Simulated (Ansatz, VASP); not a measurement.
**Two plane-wave programs on AlNi**

```
CELL_PARAMETERS angstrom
2.91421 0.00000 0.00000
0.00000 2.91421 0.00000
0.00000 0.00000 2.91421
ATOMIC_POSITIONS crystal
Al 0.00000 0.00000 0.00000
Ni 0.50000 0.50000 0.50000
```

Alike in both runs: task relaxation of cell and atoms; functional PBE; k mesh 14 × 14 × 14; occupations gaussian, width 0.1 eV; no spin polarisation.

```csv
,VASP,Ansatz
version,VASP 6.6.1,Ansatz 0.2.0
potentials or method,"VASP PAW PBE potentials, release 64 (Al, Ni), cutoff 600 eV","scalar-relativistic, plane waves, PAW"
valence electrons in the cell,13,21
```

|  | VASP | Ansatz | Ansatz less VASP |
| --- | --- | --- | --- |
| gap on the k mesh at the Fermi level, each at its own relaxed structure (eV) | none | none | - |
| relaxed volume (Å³/atom) | 12.11 | 12.11 | -0.001 |
| relaxed cell length with the largest relative difference (Å) | 2.893 | 2.893 | -0.0001 |

A gap of «none» marks a metal or a gap that the smearing closes. VASP's potentials hold 13 valence electrons a cell and Ansatz's 21, so a difference there can come from the potentials and not from the codes.
